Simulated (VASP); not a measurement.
# Hf (P6/mmm) in VASP: further runs, part 2 of 2

VASP 6.6.1.

### 3 Relaxation of cell and atoms, PBE

This run uses another cell than the first one, of 31.03 Å³/atom.

INCAR reads:

```
SYSTEM = Hf
PREC = Accurate
ENCUT = 600
EDIFF = 1E-6
ISMEAR = 0
SIGMA = 0.1
LREAL = .FALSE.
LASPH = .TRUE.
NELM = 100
ALGO = Normal
ISIF = 3
LWAVE = .FALSE.
LCHARG = .FALSE.
GGA = PE
IBRION = 2
NSW = 100
EDIFFG = -0.01
```

KPOINTS reads:

```
Automatic mesh
0
G
  12 12 20
  0 0 0
```

POSCAR reads:

```
Hf
1.0
    5.0647968946      0.0000000000      0.0000000000
   -2.5323984473      4.3862427757      0.0000000000
    0.0000000000      0.0000000000      2.7937560695
Hf
2
Direct
    0.3333333333      0.6666666667      0.0000000000
    0.6666666667      0.3333333333      0.0000000000
```

Potentials or basis: VASP PAW PBE potentials, release 64 (Hf_pv).

The run is started by

```
$ cat potpaw_PBE.64/Hf_pv/POTCAR > POTCAR
$ mpirun -np 1 vasp_std > vasp.out
```

OUTCAR:

```text
SYSTEM = Hf
   PREC = Accurate
   ENCUT = 600
   EDIFF = 1E-6
   ISMEAR = 0
   LREAL = .FALSE.
   LASPH = .TRUE.
   NELM = 100
   ISIF = 3
   GGA = PE
   IBRION = 2
   NSW = 100
   EDIFFG = -0.01

 ion  position               nearest neighbor table
   1  0.333  0.667  0.000-   2 2.92   2 2.92   2 2.92
   2  0.667  0.333  0.000-   1 2.92   1 2.92   1 2.92

  LATTYP: Found a hexagonal cell.
 ALAT       =     5.0647968946
 C/A-ratio  =     0.5516027844

  Lattice vectors:

 A1 = (   5.0647968946,   0.0000000000,   0.0000000000)
 A2 = (  -2.5323984473,   4.3862427757,   0.0000000000)
 A3 = (   0.0000000000,   0.0000000000,   2.7937560695)

Analysis of symmetry for initial positions (statically):
=====================================================================
 Subroutine PRICEL returns:
 Original cell was already a primitive cell.

 Routine SETGRP: Setting up the symmetry group for a
 hexagonal supercell.

 Subroutine GETGRP returns: Found 24 space group operations
 (whereof 24 operations were pure point group operations)
 out of a pool of 24 trial point group operations.

The static configuration has the point symmetry D_6h.

Analysis of symmetry for dynamics (positions and initial velocities):
=====================================================================
 Subroutine PRICEL returns:
 Original cell was already a primitive cell.

 Routine SETGRP: Setting up the symmetry group for a
 hexagonal supercell.

 Subroutine GETGRP returns: Found 24 space group operations
 (whereof 24 operations were pure point group operations)
 out of a pool of 24 trial point group operations.

The dynamic configuration has the point symmetry D_6h.

 Subroutine INISYM returns: Found 24 space group operations
 (whereof 24 operations are pure point group operations),
 and found     1 'primitive' translations

[... 125 lines left out ...]
 conjugate gradient relaxation of ions
 non-spin polarized calculation
 Gauss-broadening in eV      SIGMA  =   0.10
  energy-cutoff  :      600.00
  volume of cell :       62.06
 maximum number of plane-waves:      2093
   NGX = 21   NGY = 21   NGZ = 11

--------------------------------------- Ionic step        1  -------------------------------------------

 number of electron      20.0000000 magnetization

 Free energy of the ion-electron system (eV)
  ---------------------------------------------------
  ext. energy  EPLUGINS =         0.00000000
  ---------------------------------------------------
  free energy    TOTEN  =       -16.39416941 eV

  energy without entropy =      -16.37303500  energy(sigma->0) =      -16.38360221

------------------------ aborting loop because EDIFF is reached ----------------------------------------

  FORCE on cell =-STRESS in cart. coord.  units (eV):
  Direction    XX          YY          ZZ          XY          YZ          ZX
  --------------------------------------------------------------------------------------
  -------------------------------------------------------------------------------------
  Total        0.0467704      0.0467704     -0.3736444      0.0000000      0.0000000      0.0000000
  in kB        1.2073636      1.2073636     -9.6455247      0.0000000      0.0000000      0.0000000
  external PRESSURE =      -2.4102658 kB  Pullay stress =       0.0000000 kB
[... 95 lines left out ...]
--------------------------------------- Ionic step        4  -------------------------------------------

 number of electron      20.0000000 magnetization

 Free energy of the ion-electron system (eV)
  ---------------------------------------------------
  ext. energy  EPLUGINS =         0.00000000
  ---------------------------------------------------
  free energy    TOTEN  =       -16.39556571 eV

  energy without entropy =      -16.37558226  energy(sigma->0) =      -16.38557399

 E-fermi :   2.2446     XC(G=0):  -9.4972

 val. band max:        2.2412802691   @ k =   0.0000   0.0000   0.1500
 cond. band min:       2.2453883894   @ k =   0.0833   0.0000   0.2000
 fundamental gap:      0.0041081204
 Fermi energy:         2.2445766988

 k-point     1 :       0.0000    0.0000    0.0000
  band No.  band energies     occupation
      1     -28.6147      2.00000
      2     -28.6147      2.00000
      3     -28.0402      2.00000
      4     -28.0402      2.00000
      5     -27.5939      2.00000
      6     -27.4865      2.00000
      7      -3.4134      2.00000
      8       0.9019      2.00000
      9       0.9121      2.00000
     10       2.3657      0.08677
     11       2.3657      0.08677
     12       2.6111      0.00000
     13       2.6111      0.00000
     14       6.7937      0.00000
[... 377 lines left out ...]
      1     -28.6453      2.00000
      2     -28.5165      2.00000
      3     -28.1373      2.00000
      4     -27.9986      2.00000
      5     -27.6074      2.00000
      6     -27.5442      2.00000
      7      -2.4200      2.00000
      8       0.0245      2.00000
      9       1.1365      2.00000
     10       1.4056      2.00000
     11       1.9669      1.99991
     12       2.4274      0.00974
     13       3.5904      0.00000
     14       6.1277      0.00000

 [... further k-points ...]
[... 5 lines left out ...]
  --------------------------------------------------------------------------------------
  -------------------------------------------------------------------------------------
  Total        0.0042819      0.0042819      0.0054379      0.0000000     -0.0000000      0.0000000
  in kB        0.1106742      0.1106742      0.1405549      0.0000000     -0.0000000      0.0000000
  external PRESSURE =       0.1206344 kB  Pullay stress =       0.0000000 kB
[... 17 lines left out ...]
  FREE ENERGIE OF THE ION-ELECTRON SYSTEM (eV)
  ---------------------------------------------------
  free  energy   TOTEN  =       -16.3955657138 eV

  energy  without entropy=      -16.3755822587  energy(sigma->0) =      -16.38557399

 reached required accuracy - stopping structural energy minimisation
```

OSZICAR:

```text
N       E                     dE             d eps       ncg     rms          rms(c)
DAV:   1     0.585208950716E+02    0.58521E+02   -0.12384E+04  5972   0.145E+03
DAV:   2    -0.139139133043E+02   -0.72435E+02   -0.71156E+02  7172   0.279E+02
DAV:   3    -0.168127439867E+02   -0.28988E+01   -0.27880E+01  8124   0.353E+01
[... 28 lines left out ...]
DAV:   2    -0.163959388987E+02    0.21021E-02   -0.37796E-03  6416   0.424E-01    0.144E-01
DAV:   3    -0.163955922596E+02    0.34664E-03   -0.85701E-04  7272   0.180E-01    0.113E-01
DAV:   4    -0.163955719977E+02    0.20262E-04   -0.43122E-05  8004   0.476E-02    0.568E-02
DAV:   5    -0.163955657779E+02    0.62197E-05   -0.16482E-05  7162   0.278E-02    0.802E-03
DAV:   6    -0.163955657138E+02    0.64106E-07   -0.41425E-07  4144   0.510E-03
   4 F= -.16395566E+02 E0= -.16385574E+02  d E =-.158121E-03
```

CONTCAR:

```text
Hf
   1.00000000000000
     5.0785769531515887    0.0000000000000000    0.0000000000000000
    -2.5392884765757944    4.3981766564710512   -0.0000000000000000
    -0.0000000000000000    0.0000000000000000    2.7751247670094701
  Hf
     2
Direct
     0.3333333332999970    0.6666666667000030    0.0000000000000000
     0.6666666667000030    0.3333333332999970    1.0000000000000000

  0.00000000E+00  0.00000000E+00  0.00000000E+00
  0.00000000E+00  0.00000000E+00  0.00000000E+00
```

Wall time 3.8 min (1 thread of Intel Xeon 6975P-C (Granite Rapids), shared host); peak memory 0.34 GiB.

What came out:

* Free energy: -16.3956 eV
* Relaxed volume: 30.99 Å³/atom
* Relaxed cell: a = 5.079 Å, b = 5.079 Å, c = 2.775 Å, α = 90.00°, β = 90.00°, γ = 120.00°
* Space group after relaxing (to 0.1 Å): P6/mmm (No. 191)
* Energy gained by relaxing: 0.7 meV/atom
* Ionic steps: 4
* Pressure after relaxing: 0.0 GPa
* Band gap on the k mesh: zero (bands 10 and 11 overlap by 1.61 eV)

The path:
```csv
step,energy change (eV),largest force (eV/Å),pressure (GPa),volume (Å³)
1,0.0000,0.0000,-0.24,62.06
2,-0.0010,0.0000,0.33,61.64
3,-0.0012,0.0000,0.16,61.77
4,-0.0014,0.0000,0.01,61.99
```

Final structure:
```
Hf
1.0
     5.07858    0.00000    0.00000
    -2.53929    4.39818    0.00000
     0.00000    0.00000    2.77512
Hf
2
Cartesian
  0.0000 2.9321 0.0000
  2.5393 1.4661 2.7751
```

Caveat: spin-orbit coupling is left out, which moves the levels of the heavy elements.
